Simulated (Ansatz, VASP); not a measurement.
# Two plane-wave programs on SrCl2

```
Sr Cl
1.0
     2.45672    1.41839    4.01532
    -2.45672    1.41839    4.01532
     0.00000   -2.83678    4.01532
Sr Cl
1 2
Direct
  0.00000 0.00000 0.00000
  0.24995 0.24995 0.24995
  0.75005 0.75005 0.75005
```

Alike in both runs: task single point; functional r2SCAN; k mesh 2 × 2 × 2; no spin polarisation.

|  | VASP | Ansatz |
| --- | --- | --- |
| version | VASP 6.6.1 | Ansatz 0.2.0 |
| potentials or method | VASP PAW PBE potentials, release 64 (Sr_sv, Cl) | plane waves |
| plane-wave cutoff (eV) | 550 | 500 |
| occupations | gaussian, width 0.01 eV | fixed |
| valence electrons in the cell | 24 | 24 |

|  | VASP | Ansatz | Ansatz less VASP |
| --- | --- | --- | --- |
| gap on the k mesh at the Fermi level (eV) | 5.97 | 5.97 | 0.000 |
| pressure (GPa) | 1.0 | 1.0 | -0.08 |

VASP's potentials were made for PBE, not for r2SCAN.

The k mesh is coarse, so the values compare programs but aren't converged.
